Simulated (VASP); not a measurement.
Wanted: the native input for a VASP 6.6.1 run.

```
Task                   : relaxation of cell and atoms
Functional             : LDA
Potentials or basis    : VASP PAW LDA potentials, release 64 (Mn_pv)
Cutoff                 : 600 eV
k mesh                 : 14 × 14 × 4
Occupations            : fermi-dirac, width 0.1 eV
Spin                   : no spin polarisation
Dipole correction      : no
Further INCAR settings : ALGO = Normal; EDIFF = 1e-06; IBRION = 2; EDIFFG = -0.01; NSW = 80; ISIF = 3
```

The structure of Mn lies in POSCAR:

```
Mn
1.0
    2.5517868831      0.0000000000      0.0000000000
   -1.2758934415      2.2099122658      0.0000000000
    0.0000000000      0.0000000000      8.3341359602
Mn
4
Direct
    0.0000000000      0.0000000000      0.0000000000
    0.0000000000      0.0000000000      0.5000000000
    0.3333333333      0.6666666667      0.2500000000
    0.6666666667      0.3333333333      0.7500000000
```

This isn't the form of Mn at room conditions, which is a 58-atom cubic cell.

The input as run:

INCAR

```
SYSTEM = Mn
PREC = Accurate
ENCUT = 600
EDIFF = 1E-6
ISMEAR = -1
SIGMA = 0.1
LREAL = .False.
LASPH = .True.
NELM = 60
ALGO = Normal
ISIF = 3
LWAVE = .False.
LCHARG = .False.
GGA = CA
IBRION = 2
NSW = 80
EDIFFG = -0.01
```

KPOINTS

```
Automatic mesh
0
Gamma
  14 14 4
  0 0 0
```

Potentials or basis: VASP PAW LDA potentials, release 64 (Mn_pv).

The run is started by

```console
$ cat potpaw_LDA.64/Mn_pv/POTCAR > POTCAR
$ mpirun -np 1 vasp_std > vasp.out
```

Results of the run:

- Relaxed volume: 10.06 Å³/atom
- Relaxed cell: a = 2.435 Å, b = 2.435 Å, c = 7.839 Å, α = 90.00°, β = 90.00°, γ = 120.00°
- Space group after relaxing (to 0.1 Å): P6_3/mmc (No. 194)
- Pressure after relaxing: 0.1 GPa
- Band gap on the k mesh: zero (bands 26 and 27 overlap by 2.41 eV)

Caveat: the run has no spin polarisation, though such a crystal can be magnetic.

It took 11 min on 1 thread of Intel Xeon 8259CL (shared host), peak memory 0.22 GiB.
